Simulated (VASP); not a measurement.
A run of VASP 6.6.1:

INCAR

```
ALGO = Normal
EDIFF = 1E-6
ENCUT = 520
GGA = PE
ISIF = 2
ISMEAR = 0
LASPH = True
LCHARG = False
LREAL = False
LWAVE = False
NBANDS = 29
NELM = 60
PREC = Accurate
SIGMA = 0.15
```

Contents of KPOINTS:

```
k-points
0
Gamma
  12 12 12
```

POSCAR

```
TiSi2
1.0
    1.8524349366     -6.7136751578      0.0000000000
    1.8524349366      6.7136751578      0.0000000000
    0.0000000000      0.0000000000      3.7379851808
Ti Si
2 4
Direct
    0.8968075258      0.1031924742      0.7500000000
    0.1031924742      0.8968075258      0.2500000000
    0.5591373591      0.4408626409      0.7500000000
    0.4408626409      0.5591373591      0.2500000000
    0.2498287182      0.7501712818      0.7500000000
    0.7501712818      0.2498287182      0.2500000000
```

Potentials or basis: VASP PAW PBE potentials, release 64 (Ti_sv, Si).

Command:

```console
$ cat potpaw_PBE.64/Ti_sv/POTCAR potpaw_PBE.64/Si/POTCAR > POTCAR
$ mpirun -np 1 vasp_std > vasp.out
```

Hardware: 1 thread of Intel(R) Xeon(R) Platinum 8488C (Sapphire Rapids), with other jobs on the host.

Task: Estimate the wall time of this run.

Result: Wall time 17 min on 1 thread of Intel(R) Xeon(R) Platinum 8488C (Sapphire Rapids) (shared host), peak memory 0.75 GiB. Counts: scf iterations 13, k points 301.
